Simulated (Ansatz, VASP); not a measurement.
# HgS: VASP beside Ansatz

```
Hg S
1.0
     0.00000    2.92900    2.92900
     2.92900    0.00000    2.92900
     2.92900    2.92900    0.00000
Hg S
1 1
Direct
  0.00000 0.00000 0.00000
  0.75000 0.75000 0.75000
```

Alike in both runs: task single point; functional BLYP; k mesh 8 × 8 × 8; occupations gaussian, width 0.05 eV; no spin polarisation.

|  | VASP | Ansatz |
| --- | --- | --- |
| version | VASP 6.6.1 | Ansatz 0.2.0 |
| potentials or method | VASP PAW PBE potentials, release 64 (Hg, S), cutoff 500 eV | scalar-relativistic, plane waves, PAW |
| valence electrons in the cell | 18 | 26 |

Ansatz gave:

* gap on the k mesh at the Fermi level (eV): none
* pressure (GPa): 8.1

Task: Estimate VASP's values.

Result: gap on the k mesh at the Fermi level (eV): none; pressure (GPa): 8.7.

VASP's potentials were made for PBE, not for BLYP. A gap of «none» marks a metal or a gap that the smearing closes. VASP's potentials hold 18 valence electrons a cell and Ansatz's 26, so a difference there can come from the potentials and not from the codes.

Neither program's run includes spin-orbit coupling.
